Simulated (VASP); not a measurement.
Ge: single point with r2SCAN

Ge:

```
Ge
1.0
     2.80156    2.80156    0.00000
    -2.80156    2.80156    0.00000
     0.00000    0.00000    6.01535
Ge
4
Direct
  0.50000 0.50000 0.50000
  0.50000 0.00000 0.25000
  0.00000 0.00000 0.00000
  0.00000 0.50000 0.75000
```

This cell differs from its parent crystal: uniaxial strain along c: +6.0 %, then relaxed in part.

| Quantity | Value |
| --- | --- |
| Program | VASP 6.6.1 |
| Task | single point |
| Functional | r2SCAN |
| Potentials or basis | VASP PAW PBE potentials, release 64 (Ge_d) |
| Cutoff | 520 eV |
| k mesh | 10 × 10 × 6 |
| Occupations | gaussian, width 0.02 eV |
| Spin | no spin polarisation |
| Dipole correction | no |
| Further INCAR settings | ALGO = Normal; EDIFF = 1e-07; NBANDS = 36 |

```yaml
Pressure: -2.1 GPa
Band_gap_on_the_k_mesh: zero (filled and empty bands touch)
```

Stress tensor (GPa, compression positive):
```
 0.05  0.00  0.00
 0.00  0.05  0.00
 0.00  0.00 -6.26
```

Levels at points of the mesh, in eV from the Fermi level:
| k point | band 26 | band 27 | band 28 | band 29 | band 30 | band 31 |
| --- | --- | --- | --- | --- | --- | --- |
| (0.00, 0.00, 0.00) | -0.60 | -0.24 | 0.01 | 0.01 | 1.23 | 1.23 |
| (0.50, 0.00, 0.00) | -4.23 | -1.34 | -1.34 | 2.31 | 2.31 | 4.73 |
| (0.50, 0.50, 0.00) | -3.42 | -3.42 | -3.42 | 0.64 | 0.64 | 0.64 |
| (0.00, 0.00, 0.50) | -1.95 | -1.95 | -1.95 | 1.50 | 1.50 | 2.74 |
| (0.50, 0.00, 0.50) | -1.94 | -1.27 | -1.27 | 0.02 | 0.02 | 3.69 |
| (0.50, 0.50, 0.50) | -4.04 | -4.04 | -4.04 | 3.70 | 3.70 | 3.70 |

Wall time 9.1 min on 1 thread of Intel(R) Xeon(R) 6975P-C (Granite Rapids), on a shared host, peak memory 0.33 GiB.

Caveat: the cell differs from its parent crystal (uniaxial strain along c: +6.0 %, then relaxed in part); the PAW data sets were made with another functional, which shifts forces and pressure a little.
